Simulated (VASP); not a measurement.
# C in VASP: single point with r2SCAN

Aim: the single point of C with r2SCAN.

Everything below comes from runs of VASP 6.6.1. Logs are shortened: lines on timing, memory, paths and dates and some standing lists are left out, and cuts for length are marked.

### Step 1. The cell of the first run

The typed cell holds 8 atoms: a = 4.857 Å, b = 4.857 Å, c = 2.505 Å, α = 90.00°, β = 90.00°, γ = 128.22°.

### Step 2. Single point, r2SCAN (atom 1 moved 0.75 Å, then relaxed in part)

Contents of POSCAR:

```
C
1.0
    2.1204565883     -4.3693595278      0.0000251224
    2.1208548786      4.3695528273      0.0000237968
    0.0000288901     -0.0000003799      2.5048109885
C
8
Direct
    0.6481635812      0.9813221623     -0.0000364787
    0.3518334134      0.0186778033      0.0000205983
    0.0186388484      0.3518195331      0.0000002084
    0.9813700132      0.6481824520      0.0000165533
    0.4047413776      0.2263402812      0.5000303217
    0.5952567051      0.7736560919      0.4999545887
    0.7736938222      0.5953023235      0.5000247961
    0.2263022390      0.4046993531      0.4999894122
```

Contents of INCAR.step1:

```
  PREC = Accurate
  ENCUT = 520
  ISMEAR = 0
  SIGMA = 0.05
  LREAL = F
  LASPH = T
  NELM = 60
  NBANDS = 26
  GGA = PE
  ALGO = Normal
  EDIFF = 1E-4
  LWAVE = T
  LCHARG = F
```

Contents of INCAR.step2:

```
  PREC = Accurate
  ENCUT = 520
  EDIFF = 1E-7
  ISMEAR = 0
  SIGMA = 0.05
  LREAL = F
  LASPH = T
  NELM = 60
  ALGO = Normal
  ISIF = 2
  LWAVE = F
  LCHARG = T
  METAGGA = R2SCAN
  LMIXTAU = T
  LELF = T
  LVHAR = T
  NBANDS = 26
  ISTART = 1
```

Contents of KPOINTS:

```
regular mesh
0
Gamma
  6 6 8
```

Potentials or basis: VASP PAW PBE potentials, release 64 (C).

Launch:

```console
> cat potpaw_PBE.64/C/POTCAR > POTCAR
> cp INCAR.step1 INCAR
> mpirun -np 1 vasp_std > vasp.out
> cp INCAR.step2 INCAR
> mpirun -np 1 vasp_std > vasp.out
```

OUTCAR:

```text
PREC = Accurate
   ENCUT = 520
   EDIFF = 1E-7
   ISMEAR = 0
   LREAL = F
   LASPH = T
   NELM = 60
   ISIF = 2
   METAGGA = R2SCAN
   ISTART = 1

 ion  position               nearest neighbor table
   1  0.648  0.981  1.000-   6 1.53   6 1.53   2 1.56   3 1.57
   2  0.352  0.019  0.000-   5 1.53   5 1.53   1 1.56   4 1.57
   3  0.019  0.352  0.000-   8 1.53   8 1.53   4 1.56   1 1.57
   4  0.981  0.648  0.000-   7 1.53   7 1.53   3 1.56   2 1.57
   5  0.405  0.226  0.500-   2 1.53   2 1.53   8 1.56   7 1.56
   6  0.595  0.774  0.500-   1 1.53   1 1.53   7 1.56   8 1.56
   7  0.774  0.595  0.500-   4 1.53   4 1.53   6 1.56   5 1.56
   8  0.226  0.405  0.500-   3 1.53   3 1.53   5 1.56   6 1.56

  LATTYP: Found a simple monoclinic cell.
 ALAT       =     4.8567107003
 B/A-ratio  =     0.5157422674
 C/A-ratio  =     1.0000716133
 COS(beta)  =    -0.6187105698

  Lattice vectors:

 A1 = (  -2.1204565883,   4.3693595278,  -0.0000251224)
 A2 = (  -0.0000288901,   0.0000003799,  -2.5048109885)
 A3 = (  -2.1208548786,  -4.3695528273,  -0.0000237968)

Analysis of symmetry for initial positions (statically):
=====================================================================
 Subroutine PRICEL returns:
 Original cell was already a primitive cell.

 Routine SETGRP: Setting up the symmetry group for a
 simple monoclinic supercell.

 Subroutine GETGRP returns: Found  1 space group operations
 (whereof  1 operations were pure point group operations)
 out of a pool of  4 trial point group operations.

The static configuration has the point symmetry C_1 .

Analysis of symmetry for dynamics (positions and initial velocities):
=====================================================================
 Subroutine PRICEL returns:
 Original cell was already a primitive cell.

 Routine SETGRP: Setting up the symmetry group for a
 simple monoclinic supercell.

 Subroutine GETGRP returns: Found  1 space group operations
 (whereof  1 operations were pure point group operations)
 out of a pool of  4 trial point group operations.

The dynamic configuration has the point symmetry C_1 .

 Subroutine INISYM returns: Found  1 space group operations
 (whereof  1 operations are pure point group operations),
 and found     1 'primitive' translations

----------------------------------------------------------------------------------------

[... 108 lines left out ...]
   IBRION =     -1    ionic relax: 0-MD 1-quasi-New 2-CG
   NFREE  =      0    steps in history (QN), initial steepest desc. (CG)
   ISIF   =      2    stress and relaxation
   ISYM   =      2    0-nonsym 1-usesym 2-fastsym
   POTIM  = 0.5000    time-step for ionic-motion
   TEBEG  =    0.0;   TEEND  =   0.0 temperature during run
   PSTRESS=    0.0 pullay stress
   NELECT =      32.0000    total number of electrons
   NUPDOWN=      -1.0000    fix difference up-down
   EMIN   =  10.00;   EMAX   =-10.00  energy-range for DOS
   EFERMI =   0.00;   METHOD = LEGACY
   ISMEAR =     0;   SIGMA  =   0.05  broadening in eV -4-tet -1-fermi 0-gaus
   EFERMI_NEDOS =   21; number of points for ismear=-14 and -15
   IALGO  =     38    algorithm
   IMIX   =      4    mixing-type and parameters
     AMIX     =   0.40;   BMIX     =  1.00
     AMIX_MAG =   1.60;   BMIX_MAG =  1.00
  volume/ion in A,a.u.               =       5.80        39.16
  Fermi-wavevector in a.u.,A,eV,Ry     =   1.446185  2.732894 28.455937  2.091452
  Thomas-Fermi vector in A             =   2.564283
   LORBIT       =      0    0 simple, 1 ext, 2 COOP (PROOUT), +10 PAW based schemes
   METAGGA = R2SCAN    functional components
   LHFCALC =     F    Hartree Fock is set to
   AEXX    =    0.0000 exact exchange contribution
   IVDW    =     0    specifies the selected vdW correction
   LEPSILON=     F    determine dielectric tensor
   LRPA    =     F    only Hartree local field effects (RPA)
 non-spin polarized calculation
 Gauss-broadening in eV      SIGMA  =   0.05
  energy-cutoff  :      520.00
  volume of cell :       46.42
 maximum number of plane-waves:      1280
   NGX = 19   NGY = 19   NGZ =  9

 number of electron      32.0000003 magnetization

 Free energy of the ion-electron system (eV)
  ---------------------------------------------------
  ext. energy  EPLUGINS =         0.00000000
  ---------------------------------------------------
  free energy    TOTEN  =       -77.49766722 eV

  energy without entropy =      -77.49766722  energy(sigma->0) =      -77.49766722

 E-fermi :   9.8348     XC(G=0): -14.0735

 val. band max:        9.5835238889   @ k =   0.5000   0.5000   0.0000
 cond. band min:      13.2539687438   @ k =   0.5000   0.5000   0.2500
 fundamental gap:      3.6704448548
 Fermi energy:         9.8348011988

 k-point     1 :       0.0000    0.0000    0.0000
  band No.  band energies     occupation
      1     -13.2243      2.00000
      2      -7.8691      2.00000
      3      -6.5538      2.00000
      4      -6.4235      2.00000
      5      -5.8386      2.00000
      6      -3.2320      2.00000
[... 685 lines left out ...]
     25      20.4332      0.00000
     26      20.9325      0.00000

 [... further k-points ...]

------------------------ aborting loop because EDIFF is reached ----------------------------------------

  FORCE on cell =-STRESS in cart. coord.  units (eV):
  Direction    XX          YY          ZZ          XY          YZ          ZX
  --------------------------------------------------------------------------------------
  -------------------------------------------------------------------------------------
  Total        0.2936950      0.3077405      0.3115243     -0.0105591     -0.0008278     -0.0028568
  in kB       10.1368878     10.6216685     10.7522674     -0.3644479     -0.0285725     -0.0986029
  external PRESSURE =      10.5036079 kB  Pullay stress =       0.0000000 kB

 VOLUME and BASIS-vectors are now :
 -----------------------------------------------------------------------------
  energy-cutoff  :      520.00
  volume of cell :       46.42
      direct lattice vectors                 reciprocal lattice vectors
     2.120456588 -4.369359528  0.000025122     0.235781345 -0.114441462 -0.000002737
     2.120854879  4.369552827  0.000023797     0.235770914  0.114419971 -0.000002702
     0.000028890 -0.000000380  2.504810989    -0.000004605  0.000000061  0.399231720

 POSITION                                       TOTAL-FORCE (eV/Angst)
 -----------------------------------------------------------------------------------
      3.45567      1.45588      2.50476         0.013988      0.002297      0.000854
      0.78566     -1.45567      0.00006        -0.013630     -0.003012     -0.000228
      0.78568      1.45585      0.00001        -0.012618     -0.003756     -0.001052
      3.45565     -1.45569      0.00008         0.011261      0.005548      0.000306
      1.33829     -0.77945      1.25250        -0.015856     -0.005431     -0.001328
      2.90304      0.77964      1.25233         0.016402      0.006350      0.002341
      2.90315     -0.77934      1.25250         0.011910     -0.008373     -0.001539
      1.33819      0.77956      1.25239        -0.011457      0.006377      0.000647
 -----------------------------------------------------------------------------------
    total drift:                                0.000000      0.000000     -0.000000

  FREE ENERGIE OF THE ION-ELECTRON SYSTEM (eV)
  ---------------------------------------------------
  free  energy   TOTEN  =       -77.4976672175 eV

  energy  without entropy=      -77.4976672175  energy(sigma->0) =      -77.49766722
```

OSZICAR.step1:

```text
N       E                     dE             d eps       ncg     rms          rms(c)
DAV:   1     0.748894714206E+02    0.74889E+02   -0.16782E+04  7704   0.120E+03
DAV:   2    -0.687186319709E+02   -0.14361E+03   -0.13418E+03 10240   0.236E+02
DAV:   3    -0.743350417014E+02   -0.56164E+01   -0.55679E+01 10366   0.414E+01
DAV:   4    -0.743876633463E+02   -0.52622E-01   -0.52521E-01  9752   0.448E+00
DAV:   5    -0.743885780744E+02   -0.91473E-03   -0.91415E-03 10286   0.549E-01    0.111E+01
DAV:   6    -0.723633462248E+02    0.20252E+01   -0.13597E+00  8484   0.629E+00    0.660E+00
DAV:   7    -0.716935434347E+02    0.66980E+00   -0.15354E+00  8988   0.682E+00    0.157E+00
DAV:   8    -0.716998057911E+02   -0.62624E-02   -0.37095E-02 10064   0.112E+00    0.371E-01
DAV:   9    -0.717004075643E+02   -0.60177E-03   -0.28346E-03  9634   0.339E-01    0.455E-02
DAV:  10    -0.717004845892E+02   -0.77025E-04   -0.17312E-04  7946   0.863E-02
   1 F= -.71700485E+02 E0= -.71700485E+02  d E =-.215863E-16
```

Run time: 9 min. Hardware: 1 thread of Intel Xeon Platinum 8375C at 2.90GHz (Ice Lake), shared host; peak memory 0.24 GiB.

What came out:

```yaml
Free_energy: -77.4977 eV
Pressure: 1.1 GPa
Largest_force: 0.018 eV/Å
Band_gap_on_the_k_mesh: 3.67 eV, indirect (least direct gap 5.34 eV)
```

Forces on the atoms (eV/Å):
```
C    0.014  0.002  0.001
C   -0.014 -0.003  0.000
C   -0.013 -0.004 -0.001
C    0.011  0.006  0.000
C   -0.016 -0.005 -0.001
C    0.016  0.006  0.002
C    0.012 -0.008 -0.002
C   -0.011  0.006  0.001
```

Levels at points of the mesh, in eV from the valence-band top:
```tsv
k point	band 13	band 14	band 15	band 16	band 17	band 18	band 19	band 20
(0.00, 0.00, 0.00)	-2.24	-2.10	-1.93	-1.26	4.86	5.11	5.31	5.50
(0.50, 0.00, 0.00)	-4.01	-3.00	-2.80	-2.53	5.19	6.34	6.44	7.16
(0.00, 0.50, 0.00)	-4.01	-3.00	-2.80	-2.53	5.19	6.34	6.44	7.17
(0.50, 0.50, 0.00)	-3.34	-0.30	-0.18	0.00	5.34	5.57	6.33	7.10
(0.00, 0.00, 0.50)	-6.20	-6.18	-3.46	-3.18	7.64	7.96	8.14	8.28
(0.50, 0.00, 0.50)	-5.15	-4.97	-4.73	-3.29	5.60	5.98	6.97	7.54
(0.00, 0.50, 0.50)	-5.15	-4.97	-4.73	-3.29	5.61	5.98	6.97	7.53
(0.50, 0.50, 0.50)	-5.77	-5.69	-5.45	-5.42	4.38	4.59	5.29	6.07
```

Caveat: the cell differs from its parent crystal (atom 1 moved 0.75 Å, then relaxed in part); the PAW data sets were made with another functional, which shifts forces and pressure a little. A k mesh can miss the band edges.
